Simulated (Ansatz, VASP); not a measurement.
# One calculation of Al, two programs

```xyz
7
Lattice="2.8228 0.0000 0.0000 0.0000 2.8228 0.0000 0.0000 0.0000 26.9760" Properties=species:S:1:pos:R:3 pbc="T T T"
Al    1.4114    1.4114    7.5000
Al    0.0000    0.0000    9.4960
Al    1.4114    1.4114   11.4920
Al    0.0000    0.0000   13.4880
Al    1.4114    1.4114   15.4840
Al    0.0000    0.0000   17.4800
Al    1.4114    1.4114   19.4760
```

Alike in both runs: task single point; functional r2SCAN; k mesh 12 × 12 × 1; occupations gaussian, width 0.1 eV; no spin polarisation.

```csv
,VASP,Ansatz
version,VASP 6.6.1,Ansatz 0.2.0
potentials or method,"VASP PAW PBE potentials, release 64 (Al), cutoff 520 eV","scalar-relativistic, plane waves, PAW"
valence electrons in the cell,21,21
```

|  | VASP | Ansatz | Ansatz less VASP |
| --- | --- | --- | --- |
| gap on the k mesh at the Fermi level (eV) | none | none | - |
| rms of the force components (eV/Å) | 0.055 | 0.057 | +0.0023 |

VASP's potentials were made for PBE, not for r2SCAN. Atom by atom the forces differ by 0.004 eV/Å (rms over components). A gap of «none» marks a metal or a gap that the smearing closes.
